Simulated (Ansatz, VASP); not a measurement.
Two plane-wave programs on NiO

```
Ni O
1.0
     0.00000    2.13371    2.13371
     2.13371    0.00000    2.13371
     2.13371    2.13371    0.00000
Ni O
1 1
Cartesian
  0.0000 0.0000 0.0000
  2.1337 2.1337 2.1337
```

Alike in both runs: functional PBE; k mesh 12 × 12 × 12; occupations gaussian, width 0.02 eV; collinear spin; Hubbard terms Ni d U = 6.2 eV.

Ansatz relaxed the structure, and its values are those at the end. VASP's run is a single point on that final structure, the one shown.

```csv
,VASP,Ansatz
version,VASP 6.6.1,Ansatz 0.2.0
potentials or method,"VASP PAW PBE potentials, release 64 (Ni_sv_GW, O), cutoff 700 eV","scalar-relativistic, plane waves, PAW"
valence electrons in the cell,24,24
```

|  | VASP | Ansatz | Ansatz less VASP |
| --- | --- | --- | --- |
| gap on the k mesh at the Fermi level (eV) | 2.00 | 1.94 | -0.066 |
| least direct gap on the mesh (eV) | 3.17 | 2.96 | -0.210 |
| pressure (GPa) | -2.2 | 0.0 | +2.27 |
| net moment per atom (μB) | 1.00 | 1.00 | 0.000 |
| size of the moment on the site where the two differ most (μB) | 1.80 | 1.74 | -0.060 |

Site moments also hang on the region over which each program counts them. The programs project onto different local orbitals, so the same U acts differently, and such runs can settle in different states.
